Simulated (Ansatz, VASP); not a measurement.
## One calculation of K3Ba, two programs

Contents of INCAR:

```
  PREC = Accurate
  ENCUT = 520
  EDIFF = 1E-7
  ISMEAR = 1
  SIGMA = 0.1
  LREAL = F
  LASPH = T
  NELM = 100
  ALGO = Normal
  ISIF = 2
  LWAVE = F
  LCHARG = F
  GGA = CA
  NBANDS = 26
```

Contents of KPOINTS:

```
Automatic mesh
0
Gamma
  3 3 3
```

Contents of POSCAR:

```
K3Ba
1.0
    0.0000000000      5.2436290000      5.2436290000
    5.2436290000      0.0000000000      5.2436290000
    5.2436290000      5.2436290000      0.0000000000
K Ba
3 1
Direct
    0.2500000000      0.2500000000      0.2500000000
    0.7500000000      0.7500000000      0.7500000000
    0.5000000000      0.5000000000      0.5000000000
    0.0000000000      0.0000000000      0.0000000000
```

Input for Ansatz:

```yaml
crystal:
  lattice:
    - [0.0, 5.243629, 5.243629]
    - [5.243629, 0.0, 5.243629]
    - [5.243629, 5.243629, 0.0]
  atoms:
    - { symbol: K, position: [0.25, 0.25, 0.25] }
    - { symbol: K, position: [0.75, 0.75, 0.75] }
    - { symbol: K, position: [0.5, 0.5, 0.5] }
    - { symbol: Ba, position: [0.0, 0.0, 0.0] }
kpoints:
  mp_grid:
    grid: [3, 3, 3]
hamiltonian:
  xc: lda
scf:
  convergence:
    dr2_threshold: 1.0e-08
  occupations:
    method: cold
    width: 0.1
output:
  forces: true
  stress: true
```

Alike in both runs: task single point; functional LDA; k mesh 3 × 3 × 3; no spin polarisation.

|  | VASP | Ansatz |
| --- | --- | --- |
| version | VASP 6.6.1 | Ansatz 0.2.0 |
| potentials or method | VASP PAW LDA potentials, release 64 (K_sv, Ba_sv) | plane waves, PAW |
| plane-wave cutoff (eV) | 520 | 420 |
| occupations | methfessel-paxton of order 1, width 0.1 eV | cold, width 0.1 eV |
| valence electrons in the cell | 37 | 37 |

```csv
,VASP,Ansatz,Ansatz less VASP
pressure (GPa),-0.7,-0.7,+0.01
```

LDA's correlation is that of Perdew and Zunger in VASP and of Perdew and Wang (1992) in Ansatz. Ansatz's warnings: stress scf threshold loose.

Neither program's run includes spin-orbit coupling.
